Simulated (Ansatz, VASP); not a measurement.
Two plane-wave programs on Ge

INCAR

```
PREC = Accurate ; ENCUT = 520
EDIFF = 1E-6 ; ISMEAR = 0
SIGMA = 0.05 ; LREAL = F
LASPH = T ; NELM = 60
ALGO = Normal ; ISIF = 2
LWAVE = F ; LCHARG = F
GGA = CA ; IBRION = 2
NSW = 80 ; EDIFFG = -0.005
```

KPOINTS

```
regular mesh
0
Gamma
  12 12 12
```

Contents of POSCAR:

```
Ge
1.0
    0.0000000000      2.8507250000      2.8016569231
    2.8507250000      0.0000000000      2.8016569231
    2.8507250000      2.8507250000      0.0000000000
Ge
2
Direct
    0.0000000000      0.0000000000      0.0000000000
    0.2500000000      0.2500000000      0.2500000000
```

Input for Ansatz:

```yaml
crystal:
  lattice:
    - [0.0, 2.850725, 2.8016569231]
    - [2.850725, 0.0, 2.8016569231]
    - [2.850725, 2.850725, 0.0]
  atoms:
    - { symbol: Ge, position: [0.0, 0.0, 0.0] }
    - { symbol: Ge, position: [0.25, 0.25, 0.25] }
scf:
  occupations: { method: gaussian, width: 0.05 }
output:
  forces: true
  stress: true
  eigenvalues: true
hamiltonian:
  xc: lda
relax:
  f_tol: 0.005
  max_steps: 60
kpoints:
  mp_grid: { grid: [12, 12, 12] }
```

Alike in both runs: task relaxation of the atoms; functional LDA; k mesh 12 × 12 × 12; occupations gaussian, width 0.05 eV; no spin polarisation.

|  | VASP | Ansatz |
| --- | --- | --- |
| version | VASP 6.6.1 | Ansatz 0.2.0 |
| potentials or method | VASP PAW LDA potentials, release 64 (Ge_d) | scalar-relativistic, plane waves, PAW |
| plane-wave cutoff (eV) | 520 | 420 |
| valence electrons in the cell | 28 | 28 |

Ansatz gave:

```
gap on the k mesh at the Fermi level, each at its own relaxed structure (eV) : 0.07
```

**Question.** Which values does VASP return?

**Answer.** gap on the k mesh at the Fermi level, each at its own relaxed structure (eV): 0.09.

LDA's correlation is that of Perdew and Zunger in VASP and of Perdew and Wang (1992) in Ansatz. Ansatz's warnings: stress scf threshold loose.

Noted on VASP's run: the relaxation stopped at its first step, so nothing moved.
